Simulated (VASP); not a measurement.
Set up this calculation in VASP 6.6.1, as the native input.

| Item | Value |
| --- | --- |
| Task | single point |
| Functional | LDA |
| Potentials or basis | VASP PAW LDA potentials, release 64 (Ta_pv, Ru_pv) |
| Cutoff | 520 eV |
| k mesh | 12 × 12 × 12 |
| Occupations | fermi-dirac, width 0.15 eV |
| Spin | no spin polarisation |
| Dipole correction | no |
| Further INCAR settings | ALGO = Fast; EDIFF = 1e-07; NBANDS = 32 |

The structure of Ta3Ru lies in POSCAR:

```
Ta3Ru
1.0
    0.0000000000      3.1522698522      3.1522698522
    3.1522698522      0.0000000000      3.1522698522
    3.1522698522      3.1522698522      0.0000000000
Ta Ru
3 1
Direct
    0.2500000000      0.2500000000      0.2500000000
    0.7500000000      0.7500000000      0.7500000000
    0.5000000000      0.5000000000      0.5000000000
    0.0000000000      0.0000000000      0.0000000000
```

The input as run:

INCAR

```
SYSTEM = Ta3Ru
ALGO = Fast ; EDIFF = 1E-7
ENCUT = 520 ; ISIF = 2
ISMEAR = -1 ; LASPH = .True.
LCHARG = .False. ; LREAL = .False.
LWAVE = .False. ; NBANDS = 32
NELM = 100 ; PREC = Accurate
SIGMA = 0.15
```

KPOINTS

```
k-points
0
Gamma
  12 12 12
  0 0 0
```

Potentials or basis: VASP PAW LDA potentials, release 64 (Ta_pv, Ru_pv).

Command:

```sh
$ cat potpaw_LDA.64/Ta_pv/POTCAR potpaw_LDA.64/Ru_pv/POTCAR > POTCAR
$ mpirun -np 1 vasp_std > vasp.out
```

Results of the run:

```json
{
 "Pressure": "6.5 GPa",
 "Band gap on the k mesh": "zero (an odd number of electrons rules out a gap without spin polarisation)"
}
```

Caveat: the cell stands under pressure; spin-orbit coupling is left out, which moves the levels of the heavy elements.

It took 4.7 min on 1 thread of Intel(R) Xeon(R) Platinum 8259CL CPU @ 2.50GHz (Skylake/Cascade Lake), on a shared host, peak memory 0.26 GiB.
